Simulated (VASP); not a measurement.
# In (I4/mmm) in VASP: further runs

Runs on In. Level: PBEsol. Tasks: single point.

Program: VASP 6.6.1. These are calculated values, not measurements. Logs are shortened: lines on timing, memory, paths and dates and some standing lists are left out, and cuts for length are marked.

**1. The cell of the first run**

Symmetry: I4/mmm, No. 139, tetragonal system. Conventional cell: a = 3.155 Å, b = 3.155 Å, c = 4.948 Å, α = 90.00°, β = 90.00°, γ = 90.00°. In (site symmetry 4/mmm) has 12 In at 3.15 to 3.33 Å within 4.2 Å.

**2. Single point, PBEsol (strain -0.030 along x and y, +0.000 along z)**

Contents of INCAR:

```
SYSTEM = In
PREC     = Accurate       ! precision mode
ENCUT    = 520            ! plane-wave cutoff, eV
EDIFF    = 1E-7           ! SCF threshold, eV
ISMEAR   = 0              ! smearing method
SIGMA    = 0.15           ! smearing width, eV
LREAL    = .FALSE.        ! projectors in reciprocal space
LASPH    = .TRUE.         ! aspherical terms in the spheres
NELM     = 80             ! most SCF steps
ALGO     = Fast           ! electronic algorithm
ISIF     = 2              ! what is computed and relaxed
LWAVE    = .FALSE.        ! write WAVECAR
LCHARG   = .FALSE.        ! write CHGCAR
GGA      = PS             ! functional
NBANDS   = 12             ! bands
```

Contents of KPOINTS:

```
regular mesh
0
G
  20 20 20
  0 0 0
```

Contents of POSCAR:

```
In
1.0
   -1.5773655000      1.5773655000      2.4739500000
    1.5773655000     -1.5773655000      2.4739500000
    1.5773655000      1.5773655000     -2.4739500000
In
1
Direct
    0.0000000000      0.0000000000      0.0000000000
```

Potentials or basis: VASP PAW PBE potentials, release 64 (In_d).

On the command line:

```sh
$ cat potpaw_PBE.64/In_d/POTCAR > POTCAR
$ mpirun -np 1 vasp_std > vasp.out
```

OUTCAR:

```text
SYSTEM = In
   PREC = Accurate
   ENCUT = 520
   EDIFF = 1E-7
   ISMEAR = 0
   LREAL = .FALSE.
   LASPH = .TRUE.
   NELM = 80
   ISIF = 2
   GGA = PS

 ion  position               nearest neighbor table
   1  0.000  0.000  0.000-

  LATTYP: Found a body centered tetragonal cell.
 ALAT       =     3.1547310000
 C/A-ratio  =     1.5684063079

  Lattice vectors:

 A1 = (  -1.5773655000,   1.5773655000,   2.4739500000)
 A2 = (   1.5773655000,  -1.5773655000,   2.4739500000)
 A3 = (   1.5773655000,   1.5773655000,  -2.4739500000)

Analysis of symmetry for initial positions (statically):
=====================================================================
 Subroutine PRICEL returns:
 Original cell was already a primitive cell.

 Routine SETGRP: Setting up the symmetry group for a
 body centered tetragonal supercell.

 Subroutine GETGRP returns: Found 16 space group operations
 (whereof 16 operations were pure point group operations)
 out of a pool of 16 trial point group operations.

The static configuration has the point symmetry D_4h.

Analysis of symmetry for dynamics (positions and initial velocities):
=====================================================================
 Subroutine PRICEL returns:
 Original cell was already a primitive cell.

 Routine SETGRP: Setting up the symmetry group for a
 body centered tetragonal supercell.

 Subroutine GETGRP returns: Found 16 space group operations
 (whereof 16 operations were pure point group operations)
 out of a pool of 16 trial point group operations.

The dynamic configuration has the point symmetry D_4h.

 Subroutine INISYM returns: Found 16 space group operations
 (whereof 16 operations are pure point group operations),
 and found     1 'primitive' translations

----------------------------------------------------------------------------------------

                                     Primitive cell

  volume of cell :      24.6216

  direct lattice vectors                    reciprocal lattice vectors
    -1.577365500  1.577365500  2.473950000     0.000000000  0.316984237  0.202105944
     1.577365500 -1.577365500  2.473950000     0.316984237  0.000000000  0.202105944
     1.577365500  1.577365500 -2.473950000     0.316984237  0.316984237  0.000000000

  length of vectors
     3.331154821  3.331154821  3.331154821     0.375933264  0.375933264  0.448283407

  position of ions in fractional coordinates (direct lattice)
     0.000000000  0.000000000  0.000000000

  ion indices of the primitive-cell ions
   primitive index   ion index
                 1           1

----------------------------------------------------------------------------------------

 KPOINTS: regular mesh

Automatic generation of k-mesh.
 Grid dimensions read from file:
 generate k-points for:   20   20   20

 Generating k-lattice:

  Cartesian coordinates                     Fractional coordinates (reciprocal lattice)
     0.000000000  0.015849212  0.010105297     0.050000000  0.000000000  0.000000000
     0.015849212  0.000000000  0.010105297     0.000000000  0.050000000  0.000000000
     0.015849212  0.015849212  0.000000000     0.000000000  0.000000000  0.050000000

  Length of vectors
     0.018796663  0.018796663  0.022414170

  Shift w.r.t. Gamma in fractional coordinates (k-lattice)
     0.000000000  0.000000000  0.000000000

 Subroutine IBZKPT returns following result:
 ===========================================

 Found    641 irreducible k-points:

 Following reciprocal coordinates:
            Coordinates               Weight
  0.000000  0.000000  0.000000      1.000000
  0.050000 -0.000000  0.000000      8.000000
  0.100000 -0.000000  0.000000      8.000000
  0.150000  0.000000 -0.000000      8.000000
  0.200000 -0.000000  0.000000      8.000000
  0.250000  0.000000 -0.000000      8.000000
[... 16 lines left out ...]
 -0.400000  0.050000 -0.000000     16.000000
 -0.350000  0.050000  0.000000     16.000000
 [... further k-points ...]
   k-points           NKPTS =    641   k-points in BZ     NKDIM =    641   number of bands    NBANDS=     12
   number of dos      NEDOS =    301   number of ions     NIONS =      1
   total plane-waves  NPLWV =  21952
   dimension x,y,z NGX =    28 NGY =   28 NGZ =   28
   dimension x,y,z NGXF=    56 NGYF=   56 NGZF=   56
   ions per type =               1
   NGX,Y,Z   is equivalent  to a cutoff of  13.97, 13.97, 13.97 a.u.
   NGXF,Y,Z  is equivalent  to a cutoff of  27.95, 27.95, 27.95 a.u.
 SYSTEM =  In
   PREC   = accura    normal or accurate (medium, high low for compatibility)
   ISTART =      0    job   : 0-new  1-cont  2-samecut
   ICHARG =      2    charge: 1-file 2-atom 10-const
   ISPIN  =      1    spin polarized calculation?
   LNONCOLLINEAR =      F non collinear calculations
   LSORBIT =      F    spin-orbit coupling
   LASPH  =      T    aspherical Exc in radial PAW
   ENCUT  =  520.0 eV  38.22 Ry    6.18 a.u.   6.19  6.19  6.19*2*pi/ulx,y,z
   NELM   =     80;   NELMIN=  2; NELMDL= -5     # of ELM steps
   EDIFF  = 0.1E-06   stopping-criterion for ELM
   LREAL  =      F    real-space projection
   EDIFFG = 0.1E-05   stopping-criterion for IOM
   NSW    =      0    number of steps for IOM
   IBRION =     -1    ionic relax: 0-MD 1-quasi-New 2-CG
   NFREE  =      0    steps in history (QN), initial steepest desc. (CG)
   ISIF   =      2    stress and relaxation
   ISYM   =      2    0-nonsym 1-usesym 2-fastsym
   POTIM  = 0.5000    time-step for ionic-motion
   TEBEG  =    0.0;   TEEND  =   0.0 temperature during run
   PSTRESS=    0.0 pullay stress
   NELECT =      13.0000    total number of electrons
   NUPDOWN=      -1.0000    fix difference up-down
   EMIN   =  10.00;   EMAX   =-10.00  energy-range for DOS
   EFERMI =   0.00;   METHOD = LEGACY
   ISMEAR =     0;   SIGMA  =   0.15  broadening in eV -4-tet -1-fermi 0-gaus
   EFERMI_NEDOS =   21; number of points for ismear=-14 and -15
   IALGO  =     68    algorithm
   IMIX   =      4    mixing-type and parameters
     AMIX     =   0.40;   BMIX     =  1.00
     AMIX_MAG =   1.60;   BMIX_MAG =  1.00
  volume/ion in A,a.u.               =      24.62       166.15
  Fermi-wavevector in a.u.,A,eV,Ry     =   1.323175  2.500439 23.820987  1.750793
  Thomas-Fermi vector in A             =   2.452803
   LORBIT       =      0    0 simple, 1 ext, 2 COOP (PROOUT), +10 PAW based schemes
   GGA     = PS    functional components
   LHFCALC =     F    Hartree Fock is set to
   AEXX    =    0.0000 exact exchange contribution
   IVDW    =     0    specifies the selected vdW correction
   LEPSILON=     F    determine dielectric tensor
   LRPA    =     F    only Hartree local field effects (RPA)
 non-spin polarized calculation
 RMM-DIIS sequential band-by-band and
 Gauss-broadening in eV      SIGMA  =   0.15
  energy-cutoff  :      520.00
  volume of cell :       24.62
 maximum number of plane-waves:       678
 NGX is ok and might be reduce to    28
   NGX = 13   NGY = 13   NGZ = 13

 number of electron      12.9999998 magnetization

 Free energy of the ion-electron system (eV)
  ---------------------------------------------------
  ext. energy  EPLUGINS =         0.00000000
  ---------------------------------------------------
  free energy    TOTEN  =        -2.98001727 eV

  energy without entropy =       -2.97447652  energy(sigma->0) =       -2.97724689

 E-fermi :   8.0799     XC(G=0): -10.6970

 val. band max:        8.0582268887   @ k =  -0.3000  -0.4500   0.2000
 cond. band min:       8.0807265054   @ k =  -0.3500   0.4000   0.3500
 fundamental gap:      0.0224996167
 Fermi energy:         8.0798812563

 k-point     1 :       0.0000    0.0000    0.0000
  band No.  band energies     occupation
      1      -6.6749      2.00000
      2      -6.4939      2.00000
      3      -6.4939      2.00000
      4      -6.4435      2.00000
      5      -6.2701      2.00000
      6      -1.9348      2.00000
      7      19.1354      0.00000
      8      19.1354      0.00000
      9      19.3894      0.00000
     10      19.8341      0.00000
     11      22.6291      0.00000
     12      22.7265      0.00000

 k-point     2 :       0.0500   -0.0000    0.0000
  band No.  band energies     occupation
      1      -6.6693      2.00000
      2      -6.4950      2.00000
      3      -6.4893      2.00000
      4      -6.4422      2.00000
      5      -6.2727      2.00000
      6      -1.8773      2.00000
      7      18.3699      0.00000
      8      19.0714      0.00000
      9      19.1350      0.00000
     10      19.7514      0.00000
     11      22.5627      0.00000
     12      22.8650      0.00000

 k-point     3 :       0.1000   -0.0000    0.0000
  band No.  band energies     occupation
      1      -6.6548      2.00000
      2      -6.5002      2.00000
      3      -6.4767      2.00000
      4      -6.4349      2.00000
      5      -6.2793      2.00000
      6      -1.7038      2.00000
      7      16.7123      0.00000
      8      18.6666      0.00000
      9      18.9092      0.00000
     10      19.7439      0.00000
     11      21.9725      0.00000
     12      23.3005      0.00000
[... 286 lines left out ...]
 k-point    23 :      -0.4000    0.0500   -0.0000
  band No.  band energies     occupation
      1      -6.6295      2.00000
      2      -6.5977      2.00000
      3      -6.4647      2.00000
      4      -6.2421      2.00000
      5      -6.1800      2.00000
      6       1.6574      2.00000
      7       7.1771      2.00000
      8      15.4845      0.00000
      9      17.7825      0.00000
     10      19.3295      0.00000
     11      20.0705      0.00000
     12      22.6262      0.00000

 k-point    24 :      -0.3500    0.0500    0.0000
  band No.  band energies     occupation
      1      -6.6155      2.00000
      2      -6.5870      2.00000
      3      -6.4525      2.00000
      4      -6.2713      2.00000
      5      -6.2211      2.00000
      6       0.7917      2.00000
      7       8.6663      0.00000
      8      15.7390      0.00000
      9      17.8809      0.00000
     10      19.7037      0.00000
     11      20.3526      0.00000
     12      22.5359      0.00000

 [... further k-points ...]
[... 5 lines left out ...]
  --------------------------------------------------------------------------------------
  -------------------------------------------------------------------------------------
  Total        0.2816762      0.2816762      0.2898297      0.0000000     -0.0000000      0.0000000
  in kB       18.3292663     18.3292663     18.8598364      0.0000000     -0.0000000      0.0000000
  external PRESSURE =      18.5061230 kB  Pullay stress =       0.0000000 kB

 VOLUME and BASIS-vectors are now :
 -----------------------------------------------------------------------------
  energy-cutoff  :      520.00
  volume of cell :       24.62
      direct lattice vectors                 reciprocal lattice vectors
    -1.577365500  1.577365500  2.473950000     0.000000000  0.316984237  0.202105944
     1.577365500 -1.577365500  2.473950000     0.316984237  0.000000000  0.202105944
     1.577365500  1.577365500 -2.473950000     0.316984237  0.316984237  0.000000000

 POSITION                                       TOTAL-FORCE (eV/Angst)
 -----------------------------------------------------------------------------------
      0.00000      0.00000      0.00000        -0.000000      0.000000      0.000000
 -----------------------------------------------------------------------------------
    total drift:                               -0.000000     -0.000000     -0.000000

  FREE ENERGIE OF THE ION-ELECTRON SYSTEM (eV)
  ---------------------------------------------------
  free  energy   TOTEN  =        -2.9800172656 eV

  energy  without entropy=       -2.9744765183  energy(sigma->0) =       -2.97724689
```

Wall time 2.1 min (1 thread of Intel Xeon 6975P-C (Granite Rapids), shared host); peak memory 0.3 GiB.

What came out:

| Item | Value |
| --- | --- |
| Free energy | -2.9800 eV |
| Pressure | 1.9 GPa |
| Band gap on the k mesh | zero (an odd number of electrons rules out a gap without spin polarisation) |

Caveat: the cell differs from its parent crystal (strain -0.030 along x and y, +0.000 along z); the PAW data sets were made with another functional, which shifts forces and pressure a little; spin-orbit coupling is left out, which moves the levels of the heavy elements.

**3. Single point, PBEsol (strain -0.015 along x and y, +0.030 along z)**

Contents of INCAR:

```
PREC = Accurate
ENCUT = 520
EDIFF = 1E-7
ISMEAR = 0
SIGMA = 0.15
LREAL = F
LASPH = T
NELM = 80
ALGO = Fast
ISIF = 2
LWAVE = F
LCHARG = F
GGA = PS
NBANDS = 12
```

Contents of KPOINTS:

```
Automatic mesh
0
Gamma
  20 20 20
```

Contents of POSCAR:

```
In
1.0
   -1.6017577500      1.6017577500      2.5481685000
    1.6017577500     -1.6017577500      2.5481685000
    1.6017577500      1.6017577500     -2.5481685000
In
1
Direct
    0.0000000000      0.0000000000      0.0000000000
```

Potentials or basis: VASP PAW PBE potentials, release 64 (In_d).

On the command line:

```sh
$ cat potpaw_PBE.64/In_d/POTCAR > POTCAR
$ mpirun -np 1 vasp_std > vasp.out
```

OUTCAR:

```text
PREC = Accurate
   ENCUT = 520
   EDIFF = 1E-7
   ISMEAR = 0
   LREAL = F
   LASPH = T
   NELM = 80
   ISIF = 2
   GGA = PS

 ion  position               nearest neighbor table
   1  0.000  0.000  0.000-

  LATTYP: Found a body centered tetragonal cell.
 ALAT       =     3.2035155000
 C/A-ratio  =     1.5908576063

  Lattice vectors:

 A1 = (  -1.6017577500,   1.6017577500,   2.5481685000)
 A2 = (   1.6017577500,  -1.6017577500,   2.5481685000)
 A3 = (   1.6017577500,   1.6017577500,  -2.5481685000)

[... 531 lines left out ...]
      4      -6.9471      2.00000
      5      -6.9049      2.00000
      6       0.3851      2.00000
      7       7.9181      0.00000
      8      14.5551      0.00000
      9      16.8117      0.00000
     10      18.6746      0.00000
     11      19.1016      0.00000
     12      21.4583      0.00000

 [... further k-points ...]
[... 5 lines left out ...]
  --------------------------------------------------------------------------------------
  -------------------------------------------------------------------------------------
  Total       -0.1542973     -0.1542973     -0.1581498      0.0000000      0.0000000      0.0000000
  in kB       -9.4533805     -9.4533805     -9.6894123      0.0000000      0.0000000      0.0000000
  external PRESSURE =      -9.5320578 kB  Pullay stress =       0.0000000 kB

 VOLUME and BASIS-vectors are now :
 -----------------------------------------------------------------------------
  energy-cutoff  :      520.00
  volume of cell :       26.15
      direct lattice vectors                 reciprocal lattice vectors
    -1.601757750  1.601757750  2.548168500     0.000000000  0.312157066  0.196219363
     1.601757750 -1.601757750  2.548168500     0.312157066  0.000000000  0.196219363
     1.601757750  1.601757750 -2.548168500     0.312157066  0.312157066  0.000000000

 POSITION                                       TOTAL-FORCE (eV/Angst)
 -----------------------------------------------------------------------------------
      0.00000      0.00000      0.00000         0.000000      0.000000     -0.000000
 -----------------------------------------------------------------------------------
    total drift:                                0.000000     -0.000000     -0.000000

  FREE ENERGIE OF THE ION-ELECTRON SYSTEM (eV)
  ---------------------------------------------------
  free  energy   TOTEN  =        -2.9841227073 eV

  energy  without entropy=       -2.9789116609  energy(sigma->0) =       -2.98151718
```

stdout:

```text
POSCAR found type information on POSCAR In
 POSCAR found :  1 types and       1 ions
 scaLAPACK will be used
 -----------------------------------------------------------------------------
|                                                                             |
|                                                                             |
|     You enforced a specific xc type in the INCAR file but a different       |
[... 33 lines left out ...]
WARNING in EDDRMM: call to ZHEGV failed, returncode =   6  3     10
WARNING in EDDRMM: call to ZHEGV failed, returncode =   6  3     10
WARNING in EDDRMM: call to ZHEGV failed, returncode =   6  3     10
WARNING in EDDRMM: call to ZHEGV failed, returncode =   6  3     10
WARNING in EDDRMM: call to ZHEGV failed, returncode =   6  3     10
WARNING in EDDRMM: call to ZHEGV failed, returncode =   6  3     12
WARNING in EDDRMM: call to ZHEGV failed, returncode =   6  3     12
```

Run time: 2.1 min. Hardware: 1 thread of Intel Xeon 6975P-C (Granite Rapids), shared host; peak memory 0.31 GiB.

What came out:

| Quantity | Value |
| --- | --- |
| Free energy | -2.9841 eV |
| Pressure | -1.0 GPa |
| Band gap on the k mesh | zero (an odd number of electrons rules out a gap without spin polarisation) |

Caveat: the cell differs from its parent crystal (strain -0.015 along x and y, +0.030 along z); the PAW data sets were made with another functional, which shifts forces and pressure a little; spin-orbit coupling is left out, which moves the levels of the heavy elements.
